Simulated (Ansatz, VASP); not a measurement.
## BaIn3P3 in VASP and in Ansatz

```
Ba In P
1.0
     5.66283    0.00000    0.00000
     0.00000    5.66283    0.00000
     0.00000    0.00000    5.66283
Ba In P
1 3 3
Direct
  0.50000 0.50000 0.50000
  0.50000 0.50000 0.00000
  0.00000 0.50000 0.50000
  0.50000 0.00000 0.50000
  0.50000 0.00000 0.00000
  0.00000 0.50000 0.00000
  0.00000 0.00000 0.50000
```

Change from the starting cell: species swapped into the La3GaBr3 type (Pm-3m, No. 221).

Alike in both runs: task single point; functional PBE; k mesh 4 × 4 × 4; occupations gaussian, width 0.1 eV; no spin polarisation.

|  | VASP | Ansatz |
| --- | --- | --- |
| version | VASP 6.6.1 | Ansatz 0.2.0 |
| potentials or method | VASP PAW PBE potentials, release 64 (Ba_sv, In_d, P), cutoff 520 eV | scalar-relativistic, plane waves, PAW |
| valence electrons in the cell | 64 | 64 |

|  | VASP | Ansatz | Ansatz less VASP |
| --- | --- | --- | --- |
| gap on the k mesh at the Fermi level (eV) | none | none | - |
| pressure (GPa) | 9.2 | 8.8 | -0.43 |

A gap of «none» marks a metal or a gap that the smearing closes.

Neither program's run includes spin-orbit coupling.
